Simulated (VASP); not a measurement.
HfC: electric field gradients with PBE

HfC:

```xyz
2
Lattice="0.0000 2.3426 2.2901 2.3426 0.0000 2.2901 2.3426 2.3426 0.0000" Properties=species:S:1:pos:R:3 pbc="T T T"
Hf    2.3426    2.3426    2.2901
C     0.0000    0.0000    0.0000
```

This cell differs from its parent crystal: z stretched by -1.5 % at fixed volume.

```yaml
Program: VASP 6.6.1
Task: electric field gradients
Functional: PBE
Potentials_or_basis: VASP PAW PBE potentials, release 64 (Hf_pv, C)
Cutoff: 520 eV
k_mesh: 15 × 15 × 15
Occupations: fermi-dirac, width 0.05 eV
Spin: no spin polarisation
Dipole_correction: no
Further_INCAR_settings: ALGO = Normal; EDIFF = 1e-08; NBANDS = 14
```

The pressure is -0.2 GPa. The band gap on the k mesh is zero (band 7 reaches 7.03 eV, above the bottom of band 8 at 5.38 eV).

Stress tensor (GPa, compression positive):
```
-3.30  0.00  0.00
 0.00 -3.30  0.00
 0.00  0.00  5.97
```

Levels at points of the mesh, in eV from the Fermi level:
| k point | band 5 | band 6 | band 7 | band 8 | band 9 | band 10 |
| --- | --- | --- | --- | --- | --- | --- |
| (0.00, 0.00, 0.00) | 0.98 | 0.98 | 1.10 | 1.34 | 1.34 | 1.58 |

Electric field gradients, principal values (V/Å²):
| atom | least | middle | greatest (by size) |
| --- | --- | --- | --- |
| 1 Hf | 35.641 | 35.643 | -71.284 |
| 2 C | 1.493 | 1.493 | -2.986 |

It took 2.5 min on 1 thread of AMD EPYC 7R13, on a shared host, peak memory 0.2 GiB.

Caveat: without QUAD_EFG the Cq values of the log hold for a quadrupole moment of 1 mb, not for the nuclei; spin-orbit coupling is left out, which moves the levels of the heavy elements.
